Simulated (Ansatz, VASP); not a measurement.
**Two plane-wave programs on SiC**

```xyz
8
Lattice="3.3106 0.0000 0.0000 -1.6553 2.8671 0.0000 0.0000 0.0000 9.3188" Properties=species:S:1:pos:R:3 pbc="T T T"
Si    1.6553    0.9557    8.7396
Si    0.0000    1.9114    4.0802
Si    0.0000    0.0000    6.4104
Si    0.0000    0.0000    1.7510
C     1.6553    0.9557    6.9873
C     0.0000    1.9114    2.3279
C     0.0000    0.0000    4.6636
C     0.0000    0.0000    0.0042
```

Alike in both runs: task single point; functional PBE; k mesh 12 × 12 × 4; occupations gaussian, width 0.05 eV; no spin polarisation.

|  | VASP | Ansatz |
| --- | --- | --- |
| version | VASP 6.6.1 | Ansatz 0.2.0 |
| potentials or method | VASP PAW PBE potentials, release 64 (Si, C), cutoff 520 eV | scalar-relativistic, plane waves, PAW |
| valence electrons in the cell | 32 | 32 |

```csv
,VASP,Ansatz,Ansatz less VASP
gap on the k mesh at the Fermi level (eV),1.37,1.39,+0.016
least direct gap on the mesh (eV),2.21,2.22,+0.005
pressure (GPa),-3.7,-3.6,+0.01
"traceless stress, the component that is largest in VASP (GPa)",52.55,52.39,-0.165
rms of the force components (eV/Å),1.250,1.251,+0.0008
```

Atom by atom the forces differ by 0.002 eV/Å (rms over components). With one functional, cell and mesh, what is left measures potentials, basis and numerics.
